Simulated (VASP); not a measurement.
# Bi (Fm-3m) in VASP: notebook

The runs below take Bi through single point, with LDA.

Everything below comes from runs of VASP 6.6.1. Logs are shortened: lines on timing, memory, paths and dates and some standing lists are left out, and cuts for length are marked.

## Step 1: The cell of the first run

It takes space group Fm-3m (No. 225, cubic). Conventional cell: a = 4.738 Å, b = 4.738 Å, c = 4.738 Å, α = 90.00°, β = 90.00°, γ = 90.00°. Bi (site symmetry m-3m) has 12 Bi at 3.35 Å within 4.4 Å.

## Step 2: Single point, LDA (volume scaled by 0.9)

The input, INCAR:

```
ALGO = Normal
EDIFF = 1E-7
ENCUT = 520
GGA = CA
ISIF = 2
ISMEAR = -1
LASPH = T
LCHARG = F
LREAL = F
LWAVE = F
NBANDS = 14
NELM = 80
PREC = Accurate
SIGMA = 0.1
```

The input, KPOINTS:

```
k-points
0
Gamma
  14 14 14
```

The input, POSCAR:

```
Bi
1.0
    0.0000000000      2.3691826531      2.3691826531
    2.3691826531      0.0000000000      2.3691826531
    2.3691826531      2.3691826531      0.0000000000
Bi
1
Direct
    0.0000000000      0.0000000000      0.0000000000
```

Potentials or basis: VASP PAW LDA potentials, release 64 (Bi_d).

On the command line:

```
> cat potpaw_LDA.64/Bi_d/POTCAR > POTCAR
> mpirun -np 1 vasp_std > vasp.out
```

OUTCAR:

```text
EDIFF = 1E-7
   ENCUT = 520
   GGA = CA
   ISIF = 2
   ISMEAR = -1
   LASPH = T
   LREAL = F
   NELM = 80
   PREC = Accurate

 ion  position               nearest neighbor table
   1  0.000  0.000  0.000-

  LATTYP: Found a face centered cubic cell.
 ALAT       =     4.7383653062

  Lattice vectors:

 A1 = (   0.0000000000,   2.3691826531,   2.3691826531)
 A2 = (   2.3691826531,   0.0000000000,   2.3691826531)
 A3 = (   2.3691826531,   2.3691826531,   0.0000000000)

Analysis of symmetry for initial positions (statically):
=====================================================================
 Subroutine PRICEL returns:
 Original cell was already a primitive cell.

 Routine SETGRP: Setting up the symmetry group for a
 face centered cubic supercell.

 Subroutine GETGRP returns: Found 48 space group operations
 (whereof 48 operations were pure point group operations)
 out of a pool of 48 trial point group operations.

The static configuration has the point symmetry O_h .

Analysis of symmetry for dynamics (positions and initial velocities):
=====================================================================
 Subroutine PRICEL returns:
 Original cell was already a primitive cell.

 Routine SETGRP: Setting up the symmetry group for a
 face centered cubic supercell.

 Subroutine GETGRP returns: Found 48 space group operations
 (whereof 48 operations were pure point group operations)
 out of a pool of 48 trial point group operations.

The dynamic configuration has the point symmetry O_h .

 Subroutine INISYM returns: Found 48 space group operations
 (whereof 48 operations are pure point group operations),
 and found     1 'primitive' translations

----------------------------------------------------------------------------------------

                                     Primitive cell

  volume of cell :      26.5966

  direct lattice vectors                    reciprocal lattice vectors
     0.000000000  2.369182653  2.369182653    -0.211043247  0.211043247  0.211043247
     2.369182653  0.000000000  2.369182653     0.211043247 -0.211043247  0.211043247
     2.369182653  2.369182653  0.000000000     0.211043247  0.211043247 -0.211043247

  length of vectors
     3.350530240  3.350530240  3.350530240     0.365537627  0.365537627  0.365537627

[... 83 lines left out ...]
   NFREE  =      0    steps in history (QN), initial steepest desc. (CG)
   ISIF   =      2    stress and relaxation
   ISYM   =      2    0-nonsym 1-usesym 2-fastsym
   POTIM  = 0.5000    time-step for ionic-motion
   TEBEG  =    0.0;   TEEND  =   0.0 temperature during run
   PSTRESS=    0.0 pullay stress
   NELECT =      15.0000    total number of electrons
   NUPDOWN=      -1.0000    fix difference up-down
   EMIN   =  10.00;   EMAX   =-10.00  energy-range for DOS
   EFERMI =   0.00;   METHOD = LEGACY
   ISMEAR =    -1;   SIGMA  =   0.10  broadening in eV -4-tet -1-fermi 0-gaus
   EFERMI_NEDOS =   21; number of points for ismear=-14 and -15
   IALGO  =     38    algorithm
   IMIX   =      4    mixing-type and parameters
     AMIX     =   0.40;   BMIX     =  1.00
     AMIX_MAG =   1.60;   BMIX_MAG =  1.00
  volume/ion in A,a.u.               =      26.60       179.48
  Fermi-wavevector in a.u.,A,eV,Ry     =   1.352581  2.556008 24.891534  1.829476
  Thomas-Fermi vector in A             =   2.479908
   LORBIT       =      0    0 simple, 1 ext, 2 COOP (PROOUT), +10 PAW based schemes
   GGA     = CA    functional components
   LHFCALC =     F    Hartree Fock is set to
   AEXX    =    0.0000 exact exchange contribution
   IVDW    =     0    specifies the selected vdW correction
   LEPSILON=     F    determine dielectric tensor
   LRPA    =     F    only Hartree local field effects (RPA)
 non-spin polarized calculation
  energy-cutoff  :      520.00
  volume of cell :       26.60
 maximum number of plane-waves:       730
 NGX is ok and might be reduce to    28
   NGX = 13   NGY = 13   NGZ = 13

 number of electron      15.0000003 magnetization

 Free energy of the ion-electron system (eV)
  ---------------------------------------------------
  ext. energy  EPLUGINS =         0.00000000
  ---------------------------------------------------
  free energy    TOTEN  =        -4.33929849 eV

  energy without entropy =       -4.31164453  energy(sigma->0) =       -4.32547151

 E-fermi :   9.9289     XC(G=0): -11.2993

 val. band max:        9.9156978679   @ k =  -0.3571   0.2143   0.0714
 cond. band min:       9.9429921176   @ k =  -0.4286   0.4286   0.0714
 fundamental gap:      0.0272942497
 Fermi energy:         9.9289328769

 k-point     1 :       0.0000    0.0000    0.0000
  band No.  band energies     occupation
      1     -13.3070      2.00000
      2     -13.3070      2.00000
      3     -13.3070      2.00000
      4     -13.1823      2.00000
      5     -13.1823      2.00000
      6      -4.9530      2.00000
      7      15.8772      0.00000
      8      15.8772      0.00000
      9      15.8772      0.00000
     10      18.8471      0.00000
     11      20.7843      0.00000
     12      21.6166      0.00000
     13      21.6166      0.00000
     14      21.6166      0.00000
[... 377 lines left out ...]
      1     -13.3379      2.00000
      2     -13.2512      2.00000
      3     -13.2287      2.00000
      4     -13.1884      2.00000
      5     -13.1193      2.00000
      6      -3.4219      2.00000
      7       9.3190      1.99552
      8      13.0392      0.00000
      9      13.3027      0.00000
     10      17.4104      0.00000
     11      19.0704      0.00000
     12      22.9974      0.00000
     13      23.7765      0.00000
     14      23.7888      0.00000

 [... further k-points ...]

------------------------ aborting loop because EDIFF is reached ----------------------------------------

  FORCE on cell =-STRESS in cart. coord.  units (eV):
  Direction    XX          YY          ZZ          XY          YZ          ZX
  --------------------------------------------------------------------------------------
  -------------------------------------------------------------------------------------
  Total        1.4022997      1.4022997      1.4022997     -0.0000000     -0.0000000      0.0000000
  in kB       84.4745303     84.4745303     84.4745303     -0.0000000     -0.0000000      0.0000000
  external PRESSURE =      84.4745303 kB  Pullay stress =       0.0000000 kB

 VOLUME and BASIS-vectors are now :
 -----------------------------------------------------------------------------
  energy-cutoff  :      520.00
  volume of cell :       26.60
      direct lattice vectors                 reciprocal lattice vectors
     0.000000000  2.369182653  2.369182653    -0.211043247  0.211043247  0.211043247
     2.369182653  0.000000000  2.369182653     0.211043247 -0.211043247  0.211043247
     2.369182653  2.369182653  0.000000000     0.211043247  0.211043247 -0.211043247

 POSITION                                       TOTAL-FORCE (eV/Angst)
 -----------------------------------------------------------------------------------
      0.00000      0.00000      0.00000        -0.000000     -0.000000     -0.000000
 -----------------------------------------------------------------------------------
    total drift:                               -0.000000     -0.000000     -0.000000

  FREE ENERGIE OF THE ION-ELECTRON SYSTEM (eV)
  ---------------------------------------------------
  free  energy   TOTEN  =        -4.3392984944 eV

  energy  without entropy=       -4.3116445305  energy(sigma->0) =       -4.32547151
```

OSZICAR:

```text
N       E                     dE             d eps       ncg     rms          rms(c)
DAV:   1     0.113185553095E+03    0.11319E+03   -0.76805E+03  2942   0.129E+03
DAV:   2     0.197605135564E+01   -0.11121E+03   -0.10761E+03  3128   0.345E+02
DAV:   3    -0.420594531688E+01   -0.61820E+01   -0.61531E+01  3608   0.778E+01
DAV:   4    -0.434405753967E+01   -0.13811E+00   -0.13807E+00  3704   0.123E+01
DAV:   5    -0.434997781058E+01   -0.59203E-02   -0.59201E-02  4072   0.232E+00    0.478E-01
DAV:   6    -0.434242132026E+01    0.75565E-02   -0.72177E-03  4070   0.124E+00    0.254E-01
DAV:   7    -0.433945891240E+01    0.29624E-02   -0.36688E-03  3854   0.908E-01    0.619E-02
DAV:   8    -0.433929976398E+01    0.15915E-03   -0.34272E-04  3896   0.281E-01    0.675E-03
DAV:   9    -0.433929847559E+01    0.12884E-05   -0.83825E-06  4192   0.392E-02    0.324E-03
DAV:  10    -0.433929849443E+01   -0.18840E-07   -0.41835E-07  3984   0.595E-03
   1 F= -.43392985E+01 E0= -.43254715E+01  d E =-.276540E-01
```

stdout:

```text
POSCAR found type information on POSCAR Bi
 POSCAR found :  1 types and       1 ions
 scaLAPACK will be used
 LDA part: xc-table for (Slater(with rela. corr.)+CA(PZ))
 , standard interpolation
 POSCAR, INCAR and KPOINTS ok, starting setup
 FFT: planning ... GRIDC
 FFT: planning ... GRID_SOFT
 FFT: planning ... GRID
 WAVECAR not read
 entering main loop
```

It took 26 s on 1 thread of Intel Xeon Platinum 8488C (Sapphire Rapids), shared host; peak memory 0.16 GiB.

Results:

- Free energy: -4.3393 eV
- Pressure: 8.4 GPa

Levels at points of the mesh, in eV from the Fermi level:
```tsv
k point	band 3	band 4	band 5	band 6	band 7	band 8	band 9	band 10	band 11	band 12
(0.00, 0.00, 0.00)	-23.24	-23.11	-23.11	-14.88	5.95	5.95	5.95	8.92	10.86	11.69
(0.50, 0.00, 0.00)	-23.22	-22.99	-22.99	-11.13	-6.35	3.97	3.97	8.46	8.52	10.40
(0.50, 0.50, 0.00)	-23.00	-22.96	-22.96	-9.64	-5.39	0.27	0.27	4.24	5.45	17.51
```

Caveat: spin-orbit coupling is left out, which moves the levels of the heavy elements.

## Step 3: Single point, LDA (volume scaled by 0.4)

The input, INCAR:

```
  PREC = Accurate
  ENCUT = 500
  EDIFF = 1E-6
  ISMEAR = -1
  SIGMA = 0.1
  LREAL = False
  LASPH = True
  NELM = 120
  ALGO = Normal
  ISIF = 2
  LWAVE = False
  LCHARG = True
  LELF = True
  LVHAR = True
  NBANDS = 14
  GGA_COMPAT = False
```

The input, KPOINTS:

```
regular mesh
0
Gamma
  14 14 14
```

The input, POSCAR:

```
Bi
1.0
    0.0000000000      1.8080247508      1.8080247508
    1.8080247508      0.0000000000      1.8080247508
    1.8080247508      1.8080247508      0.0000000000
Bi
1
Direct
    0.0000000000      0.0000000000      0.0000000000
```

Potentials or basis: VASP PAW LDA potentials, release 64 (Bi_d).

On the command line:

```
> cat potpaw_LDA.64/Bi_d/POTCAR > POTCAR
> mpirun -np 1 vasp_std > vasp.out
```

Wall time 7.4 s (1 thread of Intel Xeon 6975P-C (Granite Rapids), shared host); peak memory 0.13 GiB.

Results (log left out):

- Free energy: 7.1071 eV
- Pressure: 495.3 GPa

Levels at points of the mesh, in eV from the Fermi level:
```
           k point  band 3  band 4  band 5  band 6  band 7  band 8  band 9  band 10  band 11  band 12
(0.00, 0.00, 0.00)  -26.99  -26.30  -25.68  -25.68    4.37    9.54    9.54     9.54    17.76    19.55
(0.50, 0.00, 0.00)  -26.93  -24.63  -24.63  -14.52  -13.15    4.20    7.27     7.27    16.24    16.24
(0.50, 0.50, 0.00)  -24.67  -24.37  -24.37  -12.32   -8.78   -1.16   -1.16     7.45     8.73    18.82
```

Caveat: spin-orbit coupling is left out, which moves the levels of the heavy elements.

## Step 4: Single point, LDA (volume scaled by 0.4, source ansatz)

The input, INCAR:

```
SYSTEM = Bi
  PREC = Accurate
  ENCUT = 500
  EDIFF = 1E-6
  ISMEAR = -1
  SIGMA = 0.1
  LREAL = .FALSE.
  LASPH = .TRUE.
  NELM = 120
  ALGO = Normal
  ISIF = 2
  LWAVE = .FALSE.
  LCHARG = .TRUE.
  GGA = CA
  LELF = .TRUE.
  LVHAR = .TRUE.
  NBANDS = 14
  GGA_COMPAT = .FALSE.
```

The input, KPOINTS:

```
regular mesh
0
G
  14 14 14
  0 0 0
```

POSCAR is that of step 3.

Potentials or basis: VASP PAW LDA potentials, release 64 (Bi_d).

On the command line:

```
> cat potpaw_LDA.64/Bi_d/POTCAR > POTCAR
> mpirun -np 1 vasp_std > vasp.out
```

OUTCAR:

```text
SYSTEM = Bi
   PREC = Accurate
   ENCUT = 500
   EDIFF = 1E-6
   ISMEAR = -1
   LREAL = .FALSE.
   LASPH = .TRUE.
   NELM = 120
   ISIF = 2
   GGA = CA

 ion  position               nearest neighbor table
   1  0.000  0.000  0.000-

  LATTYP: Found a face centered cubic cell.
 ALAT       =     3.6160495016

  Lattice vectors:

 A1 = (   0.0000000000,   1.8080247508,   1.8080247508)
 A2 = (   1.8080247508,   0.0000000000,   1.8080247508)
 A3 = (   1.8080247508,   1.8080247508,   0.0000000000)

Analysis of symmetry for initial positions (statically):
=====================================================================
 Subroutine PRICEL returns:
 Original cell was already a primitive cell.

 Routine SETGRP: Setting up the symmetry group for a
 face centered cubic supercell.

 Subroutine GETGRP returns: Found 48 space group operations
 (whereof 48 operations were pure point group operations)
 out of a pool of 48 trial point group operations.

The static configuration has the point symmetry O_h .

Analysis of symmetry for dynamics (positions and initial velocities):
=====================================================================
 Subroutine PRICEL returns:
 Original cell was already a primitive cell.

 Routine SETGRP: Setting up the symmetry group for a
 face centered cubic supercell.

 Subroutine GETGRP returns: Found 48 space group operations
 (whereof 48 operations were pure point group operations)
 out of a pool of 48 trial point group operations.

The dynamic configuration has the point symmetry O_h .

 Subroutine INISYM returns: Found 48 space group operations
 (whereof 48 operations are pure point group operations),
 and found     1 'primitive' translations

----------------------------------------------------------------------------------------

[... 113 lines left out ...]
  Thomas-Fermi vector in A             =   2.838786
   LORBIT       =      0    0 simple, 1 ext, 2 COOP (PROOUT), +10 PAW based schemes
   GGA     = CA    functional components
   LHFCALC =     F    Hartree Fock is set to
   AEXX    =    0.0000 exact exchange contribution
   IVDW    =     0    specifies the selected vdW correction
   LEPSILON=     F    determine dielectric tensor
   LRPA    =     F    only Hartree local field effects (RPA)
 non-spin polarized calculation
  energy-cutoff  :      500.00
  volume of cell :       11.82
 maximum number of plane-waves:       310
   NGX =  9   NGY =  9   NGZ =  9

 number of electron      14.9999996 magnetization

 Free energy of the ion-electron system (eV)
  ---------------------------------------------------
  ext. energy  EPLUGINS =         0.00000000
  ---------------------------------------------------
  free energy    TOTEN  =         7.10705167 eV

  energy without entropy =        7.12241380  energy(sigma->0) =        7.11473274

 E-fermi :  27.8167     XC(G=0): -16.0099

 val. band max:       27.7767064442   @ k =   0.4286   0.3571   0.0714
 cond. band min:      27.8539254347   @ k =   0.5000   0.2857   0.0714
 fundamental gap:      0.0772189905
 Fermi energy:        27.8166631655

 k-point     1 :       0.0000    0.0000    0.0000
  band No.  band energies     occupation
      1       0.8284      2.00000
      2       0.8284      2.00000
      3       0.8284      2.00000
      4       1.5178      2.00000
      5       2.1322      2.00000
      6       2.1322      2.00000
      7      32.1898      0.00000
      8      37.3600      0.00000
      9      37.3600      0.00000
     10      37.3600      0.00000
     11      45.5782      0.00000
     12      47.3705      0.00000
     13      47.3705      0.00000
     14      47.3705      0.00000
[... 377 lines left out ...]
      1       0.2406      2.00000
      2       1.2176      2.00000
      3       1.5058      2.00000
      4       1.5212      2.00000
      5       2.6513      2.00000
      6       5.4079      2.00000
      7      28.3709      0.00780
      8      33.8453      0.00000
      9      33.9915      0.00000
     10      36.2767      0.00000
     11      40.4496      0.00000
     12      43.9591      0.00000
     13      44.6760      0.00000
     14      47.9160      0.00000

 [... further k-points ...]

------------------------ aborting loop because EDIFF is reached ----------------------------------------

  FORCE on cell =-STRESS in cart. coord.  units (eV):
  Direction    XX          YY          ZZ          XY          YZ          ZX
  --------------------------------------------------------------------------------------
  -------------------------------------------------------------------------------------
  Total       36.5393856     36.5393856     36.5393856     -0.0000000      0.0000000      0.0000000
  in kB     4952.5482259   4952.5482259   4952.5482259     -0.0000000      0.0000000      0.0000000
  external PRESSURE =    4952.5482259 kB  Pullay stress =       0.0000000 kB

 VOLUME and BASIS-vectors are now :
 -----------------------------------------------------------------------------
  energy-cutoff  :      500.00
  volume of cell :       11.82
      direct lattice vectors                 reciprocal lattice vectors
     0.000000000  1.808024751  1.808024751    -0.276544887  0.276544887  0.276544887
     1.808024751  0.000000000  1.808024751     0.276544887 -0.276544887  0.276544887
     1.808024751  1.808024751  0.000000000     0.276544887  0.276544887 -0.276544887

 POSITION                                       TOTAL-FORCE (eV/Angst)
 -----------------------------------------------------------------------------------
      0.00000      0.00000      0.00000         0.000000      0.000000      0.000000
 -----------------------------------------------------------------------------------
    total drift:                                0.000000      0.000000      0.000000

  FREE ENERGIE OF THE ION-ELECTRON SYSTEM (eV)
  ---------------------------------------------------
  free  energy   TOTEN  =         7.1070516706 eV

  energy  without entropy=        7.1224138046  energy(sigma->0) =        7.11473274
```

stdout:

```text
POSCAR found type information on POSCAR Bi
 POSCAR found :  1 types and       1 ions
 scaLAPACK will be used
 LDA part: xc-table for (Slater(with rela. corr.)+CA(PZ))
 , standard interpolation
 POSCAR, INCAR and KPOINTS ok, starting setup
 FFT: planning ... GRIDC
 FFT: planning ... GRID_SOFT
 FFT: planning ... GRID
 WAVECAR not read
 entering main loop
```

Wall time 7.8 s (1 thread of Intel Xeon 6975P-C (Granite Rapids), shared host); peak memory 0.13 GiB.

Results:

```
Free energy : 7.1071 eV
Pressure    : 495.3 GPa
```

Levels at points of the mesh, in eV from the Fermi level:
```tsv
k point	band 5	band 6	band 7	band 8	band 9	band 10
(0.00, 0.00, 0.00)	-25.68	-25.68	4.37	9.54	9.54	9.54
(0.50, 0.00, 0.00)	-24.63	-14.52	-13.15	4.20	7.27	7.27
(0.50, 0.50, 0.00)	-24.37	-12.32	-8.78	-1.16	-1.16	7.45
```

Caveat: spin-orbit coupling is left out, which moves the levels of the heavy elements.
